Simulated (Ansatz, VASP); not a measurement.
# Two plane-wave programs on Al5N

```xyz
6
Lattice="0.0000 3.6476 3.6476 3.6476 0.0000 3.6476 3.6476 3.6476 0.0000" Properties=species:S:1:pos:R:3 pbc="T T T"
Al    6.3864    4.5564    4.5564
Al    6.3864    6.3864    6.3864
Al    1.8238    1.8238    1.8238
Al    4.5564    4.5564    6.3864
Al    4.5564    6.3864    4.5564
N     3.6476    3.6476    3.6476
```

Change from the starting cell: species swapped into the HfNi5 type (F-43m, No. 216).

Alike in both runs: functional PBE; k mesh 4 × 4 × 4; occupations gaussian, width 0.1 eV; no spin polarisation.

Ansatz relaxed the structure, and its values are those at the end. VASP's run is a single point on that final structure, the one shown.

```csv
,VASP,Ansatz
version,VASP 6.6.1,Ansatz 0.2.0
potentials or method,"VASP PAW PBE potentials, release 64 (Al, N), cutoff 520 eV","scalar-relativistic, plane waves, PAW"
valence electrons in the cell,20,20
```

|  | VASP | Ansatz | Ansatz less VASP |
| --- | --- | --- | --- |
| gap on the k mesh at the Fermi level (eV) | none | none | - |
| pressure (GPa) | 0.2 | 0.3 | +0.03 |
| rms of the force components (eV/Å) | 0.004 | 0.003 | -0.0008 |

A gap of «none» marks a metal or a gap that the smearing closes.

The k mesh is coarse, so the values compare programs but aren't converged.
